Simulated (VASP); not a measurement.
Li2Si2Au3, 7 atoms in the cell. Symmetry: P-4m2, No. 115, tetragonal system. The conventional cell has a = 4.306 Å, b = 4.306 Å, c = 6.204 Å, α = 90.00°, β = 90.00°, γ = 90.00°. Li (site symmetry 2mm) has 6 Au at 2.58 to 2.73 Å and 6 Si at 2.93 to 3.27 Å within 3.4 Å. Within 3.5 Å of Si (site symmetry 2mm) lie 6 Au at 2.63 to 2.67 Å and 6 Li at 2.93 to 3.27 Å. Au (site symmetry -4m2) has 4 Si at 2.67 Å and 4 Li at 2.73 Å and 6 Au at 3.04 to 3.10 Å within 3.5 Å. Au (site symmetry -4m2) has 4 Li at 2.58 Å and 4 Si at 2.63 Å and 2 Au at 3.10 Å within 3.4 Å. Au (site symmetry -4m2) has 4 Si at 2.67 Å and 4 Li at 2.73 Å and 4 Au at 3.04 Å within 3.5 Å. 

```yaml
Program: VASP 6.6.1
Task: single point
Functional: PBE
Potentials_or_basis: VASP PAW PBE potentials, release 64 (Li_sv, Si, Au)
Cutoff: 520 eV
k_mesh: 8 × 8 × 6
Occupations: gaussian, width 0.1 eV
Spin: no spin polarisation
Dipole_correction: no
Further_INCAR_settings: ALGO = Fast; EDIFF = 1e-06; NBANDS = 32
```

Potentials or basis: VASP PAW PBE potentials, release 64 (Li_sv, Si, Au).

Run with:

```console
$ cat potpaw_PBE.64/Li_sv/POTCAR potpaw_PBE.64/Si/POTCAR potpaw_PBE.64/Au/POTCAR > POTCAR
$ mpirun -np 1 vasp_std > vasp.out
```

Hardware: 1 thread of Intel(R) Xeon(R) 6975P-C (Granite Rapids) (shared host).

**Question.** How long does it take, and how much memory?

**Answer.** It took 2.1 min on 1 thread of Intel(R) Xeon(R) 6975P-C (Granite Rapids) (shared host), peak memory 0.34 GiB. Counts: scf iterations 21, k points 60.
